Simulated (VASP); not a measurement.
CdTe, 2 atoms in the cell. The structure is tetragonal, space group I-4m2 (No. 119). Conventional cell: a = 4.660 Å, b = 4.660 Å, c = 6.063 Å, α = 90.00°, β = 90.00°, γ = 90.00°. Within 3.7 Å of Cd (site symmetry -4m2) lie 4 Te at 2.78 Å. Within 3.7 Å of Te (site symmetry -4m2) lie 4 Cd at 2.78 Å.  This cell differs from its parent crystal: ratio of the length along z to the lengths across it x 0.92, volume and fractional coordinates fixed.

| Property | Result |
| --- | --- |
| Program | VASP 6.6.1 |
| Task | single point |
| Functional | LDA |
| Potentials or basis | VASP PAW LDA potentials, release 64 (Cd, Te) |
| Cutoff | 520 eV |
| k mesh | 8 × 8 × 8 |
| Occupations | fermi-dirac, width 0.2 eV |
| Spin | no spin polarisation |
| Dipole correction | no |
| Further INCAR settings | ALGO = Normal; EDIFF = 1e-06; NBANDS = 16 |

Potentials or basis: VASP PAW LDA potentials, release 64 (Cd, Te).

Launch:

```console
$ cat potpaw_LDA.64/Cd/POTCAR potpaw_LDA.64/Te/POTCAR > POTCAR
$ mpirun -np 1 vasp_std > vasp.out
```

Hardware: 1 thread of Intel Xeon 6975P-C, on a shared host.

Problem. How long does it take, and how much memory?

Solution. It took 58 s on 1 thread of Intel Xeon 6975P-C (shared host), peak memory 0.21 GiB. Counts: scf iterations 12, k points 59.
